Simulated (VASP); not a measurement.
## Ca3Sc: single point with PBE

The system is Ca3Sc.

```
Ca Sc
1.0
     5.26331    0.00000    0.00000
     0.00000    5.26331    0.00000
     0.00000    0.00000    5.26331
Ca Sc
3 1
Cartesian
  0.0000 2.6317 2.6317
  2.6317 0.0000 2.6317
  2.6317 2.6317 0.0000
  0.0000 0.0000 0.0000
```

```yaml
Program: VASP 6.6.1
Task: single point
Functional: PBE
Potentials_or_basis: VASP PAW PBE potentials, release 64 (Ca_sv, Sc_sv)
Cutoff: 520 eV
k_mesh: 4 × 4 × 4
Occupations: gaussian, width 0.1 eV
Spin: no spin polarisation
Dipole_correction: no
Further_INCAR_settings: ALGO = Normal; EDIFF = 1e-06; NBANDS = 28
```

```yaml
Pressure: 0.3 GPa
```

Levels at points of the mesh, in eV from the Fermi level:
| k point | band 18 | band 19 | band 20 | band 21 | band 22 | band 23 |
| --- | --- | --- | --- | --- | --- | --- |
| (0.00, 0.00, 0.00) | -0.79 | -0.79 | -0.71 | 0.07 | 0.07 | 0.07 |
| (0.50, 0.00, 0.00) | -2.75 | -0.27 | 0.12 | 0.23 | 0.23 | 0.44 |
| (0.50, 0.50, 0.00) | -1.53 | -1.51 | -1.51 | 0.34 | 0.34 | 0.53 |
| (0.50, 0.50, 0.50) | -1.13 | -1.13 | -1.13 | -0.10 | -0.10 | -0.10 |

Run time: 35 s on 1 thread of Intel(R) Xeon(R) Platinum 8488C (Sapphire Rapids), with other jobs on the host, peak memory 0.25 GiB.
